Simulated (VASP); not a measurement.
Be3CdTe4:

```
Be Cd Te
1.0
     5.81423   -0.03086    0.13471
    -0.03086    5.97120   -0.04107
    -2.75846   -3.01079    5.87505
Be Cd Te
3 1 4
Direct
  0.49655 0.49606 0.00575
  0.24878 0.75508 0.49372
  0.75817 0.25670 0.50364
  0.99164 0.98525 0.00016
  0.40853 0.41428 0.26370
  0.13343 0.59330 0.72564
  0.87377 0.86693 0.27606
  0.58915 0.13240 0.73133
```

```yaml
Program: VASP 6.6.1
Task: relaxation of cell and atoms
Functional: PBE
Potentials_or_basis: VASP PAW PBE potentials, release 64 (Be, Cd, Te)
Cutoff: 600 eV
k_mesh: 4 × 4 × 4
Occupations: gaussian, width 0.1 eV
Spin: no spin polarisation
```

At the start: pressure 0.7 GPa; volume 25.68 Å³/atom.

**Question.** How do energy, volume and symmetry change on relaxing?

**Answer.** Over 14 steps the energy falls by 33.4 meV/atom and the volume is 25.71 Å³/atom (+0.1 %); space group P1 (No. 1, to 0.1 Å) before, I-42m (No. 121, to 0.1 Å).

The path:
```csv
step,energy change (eV),largest force (eV/Å),pressure (GPa),volume (Å³)
1,0.0000,1.0331,0.67,205.47
2,-0.2136,0.4181,-0.62,208.57
3,-0.2156,0.4172,-0.71,208.90
4,-0.2519,0.2182,-0.03,205.77
5,-0.2573,0.1525,0.38,204.05
6,-0.2643,0.0873,0.01,205.46
7,-0.2644,0.0887,-0.02,205.58
8,-0.2654,0.0540,-0.03,205.63
9,-0.2659,0.0555,-0.05,205.69
10,-0.2665,0.0331,0.03,205.40
11,-0.2666,0.0335,0.07,205.23
12,-0.2671,0.0294,-0.01,205.55
13,-0.2672,0.0301,-0.08,205.86
14,-0.2675,0.0191,-0.04,205.70
```

Final structure:
```yaml
crystal:
  lattice:
    - [5.92666, -0.00040, 0.00165]
    - [0.00134, 5.92639, -0.00107]
    - [-2.96609, -2.96370, 5.85609]
  atoms:
    - { symbol: Be, position: [0.49989, 0.49942, 0.99989] }
    - { symbol: Be, position: [0.25051, 0.75043, 0.50041] }
    - { symbol: Be, position: [0.75004, 0.25041, 0.49949] }
    - { symbol: Cd, position: [0.99962, 0.99944, 0.00023] }
    - { symbol: Te, position: [0.40942, 0.41000, 0.27000] }
    - { symbol: Te, position: [0.14026, 0.58982, 0.72976] }
    - { symbol: Te, position: [0.86007, 0.86012, 0.27045] }
    - { symbol: Te, position: [0.59020, 0.14036, 0.72978] }
```
